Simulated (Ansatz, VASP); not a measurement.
**One calculation of BaSr, two programs**

The input INCAR:

```
  PREC = Accurate
  ENCUT = 520
  EDIFF = 1E-7
  ISMEAR = 0
  SIGMA = 0.15
  LREAL = F
  LASPH = T
  NELM = 100
  ALGO = Normal
  ISIF = 2
  LWAVE = F
  LCHARG = F
  NBANDS = 17
```

File KPOINTS:

```
regular mesh
0
Gamma
  12 12 8
```

File POSCAR:

```
BaSr
1.0
    2.5086023700     -3.4657214600      0.0000000000
    2.5086023700      3.4657214600      0.0000000000
    0.0000000000      0.0000000000      6.9208264000
Ba Sr
1 1
Direct
    0.0000000000      0.0000000000      0.0000000000
    0.5000000000      0.5000000000      0.5000000000
```

Input for Ansatz:

```yaml
crystal:
  lattice:
    - [2.50860237, -3.46572146, 0.0]
    - [2.50860237, 3.46572146, 0.0]
    - [0.0, 0.0, 6.9208264]
  atoms:
    - { symbol: Ba, position: [0.0, 0.0, 0.0] }
    - { symbol: Sr, position: [0.5, 0.5, 0.5] }
basis:
  ecutwfc: 420
kpoints:
  mp_grid: { grid: [12, 12, 8] }
hamiltonian:
  xc: lda
scf:
  occupations: { method: gaussian, width: 0.15 }
output:
  forces: true
  stress: true
  eigenvalues: true
```

Alike in both runs: task single point; functional LDA; k mesh 12 × 12 × 8; occupations gaussian, width 0.15 eV; no spin polarisation.

|  | VASP | Ansatz |
| --- | --- | --- |
| version | VASP 6.6.1 | Ansatz 0.2.0 |
| potentials or method | VASP PAW LDA potentials, release 64 (Ba_sv, Sr_sv), cutoff 520 eV | scalar-relativistic, plane waves, PAW |
| valence electrons in the cell | 20 | 20 |

```csv
,VASP,Ansatz,Ansatz less VASP
gap on the k mesh at the Fermi level (eV),none,none,-
pressure (GPa),-1.6,-1.6,-0.01
```

LDA's correlation is that of Perdew and Zunger in VASP and of Perdew and Wang (1992) in Ansatz. A gap of «none» marks a metal or a gap that the smearing closes.

Spin-orbit coupling is off throughout.
